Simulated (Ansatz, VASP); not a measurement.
# LaAl3N2 in VASP and in Ansatz

```
CELL_PARAMETERS angstrom
0.00000 2.81790 6.07961
2.81887 0.00000 6.07961
2.81887 2.81790 0.00000
ATOMIC_POSITIONS crystal
La 0.13223 0.13223 0.86777
Al 0.37967 0.37967 0.12033
Al 0.87967 0.87967 0.62033
Al 0.72611 0.72611 0.27389
N 0.38969 0.38969 0.61031
N 0.90774 0.90774 0.09226
```

Alike in both runs: functional PBE; k mesh 4 × 4 × 4; occupations gaussian, width 0.2 eV; no spin polarisation.

Ansatz relaxed the structure, and its values are those at the end. VASP's run is a single point on that final structure, the one shown.

|  | VASP | Ansatz |
| --- | --- | --- |
| version | VASP 6.6.1 | Ansatz 0.2.0 |
| potentials or method | VASP PAW PBE potentials, release 64 (La, Al, N), cutoff 520 eV | scalar-relativistic, plane waves, PAW |
| valence electrons in the cell | 30 | 30 |

```tsv
	VASP	Ansatz	Ansatz less VASP
gap on the k mesh at the Fermi level (eV)	none	none	-
pressure (GPa)	-0.5	-0.4	+0.12
rms of the force components (eV/Å)	0.010	0.009	-0.0009
```

A gap of «none» marks a metal or a gap that the smearing closes.

The k mesh is coarse, so the values compare programs but aren't converged. Neither program's run includes spin-orbit coupling.
